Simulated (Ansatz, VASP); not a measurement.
One calculation of CuO, two programs

INCAR

```
PREC     = Accurate       # precision mode
ENCUT    = 520            # plane-wave cutoff, eV
EDIFF    = 1E-7           # SCF threshold, eV
ISMEAR   = 0              # smearing method
SIGMA    = 0.1            # smearing width, eV
LREAL    = F              # projectors in reciprocal space
LASPH    = T              # aspherical terms in the spheres
NELM     = 150            # most SCF steps
ALGO     = Normal         # electronic algorithm
ISIF     = 2              # what is computed and relaxed
LWAVE    = F              # write WAVECAR
LCHARG   = T              # write CHGCAR
ISPIN    = 2              # spin polarisation
MAGMOM   = 0.46 0.25      # initial moments
LORBIT   = 11             # projections on sites
LMAXMIX  = 4              # l up to which the mixer works
GGA      = PE             # functional
LELF     = T              # ELF
LVHAR    = T            
NBANDS   = 20             # bands
```

KPOINTS

```
regular mesh
0
Gamma
  6 6 6
```

File POSCAR:

```
CuO
1.0
    0.0000000000      2.2174978007      2.2174978007
    2.2174978007      0.0000000000      2.2174978007
    2.2174978007      2.2174978007      0.0000000000
Cu O
1 1
Direct
    0.0000000000      0.0000000000      0.0000000000
    0.5000000000      0.5000000000      0.5000000000
```

Input for Ansatz:

```yaml
crystal:
  lattice:
    - [0.0, 2.2174978007, 2.2174978007]
    - [2.2174978007, 0.0, 2.2174978007]
    - [2.2174978007, 2.2174978007, 0.0]
  atoms:
    - { symbol: Cu, position: [0.0, 0.0, 0.0], spin: 0.46 }
    - { symbol: O, position: [0.5, 0.5, 0.5], spin: 0.25 }
basis:
  ecutwfc: 420
kpoints:
  mp_grid: { grid: [6, 6, 6] }
hamiltonian:
  xc: pbe
scf:
  occupations: { method: gaussian, width: 0.1 }
  lower_state_search: "off"
  max_iter: 30
  convergence: { dr2_threshold: "1e-11 eV" }
output:
  forces: true
  stress: true
  eigenvalues: true
  populations: true
magnetization:
  spin_polarized: true
```

Alike in both runs: task single point; functional PBE; k mesh 6 × 6 × 6; occupations gaussian, width 0.1 eV; collinear spin.

|  | VASP | Ansatz |
| --- | --- | --- |
| version | VASP 6.6.1 | Ansatz 0.2.0 |
| potentials or method | VASP PAW PBE potentials, release 64 (Cu, O), cutoff 520 eV | scalar-relativistic, plane waves, PAW |
| valence electrons in the cell | 17 | 25 |

Ansatz gave:

| Quantity | Value |
| --- | --- |
| gap on the k mesh at the Fermi level (eV) | none |
| pressure (GPa) | -16.5 |
| net moment per atom (μB) | 0.34 |
| size of the moment on the site where the two differ most (μB) | 0.26 |

Question: Estimate VASP's values.

Answer: gap on the k mesh at the Fermi level (eV): none; pressure (GPa): -16.4; net moment per atom (μB): 0.34; size of the moment on the site where the two differ most (μB): 0.24.

Site moments also hang on the region over which each program counts them. A gap of «none» marks a metal or a gap that the smearing closes. VASP's potentials hold 17 valence electrons a cell and Ansatz's 25, so a difference there can come from the potentials and not from the codes.

The k mesh is coarse, so the values compare programs but aren't converged.
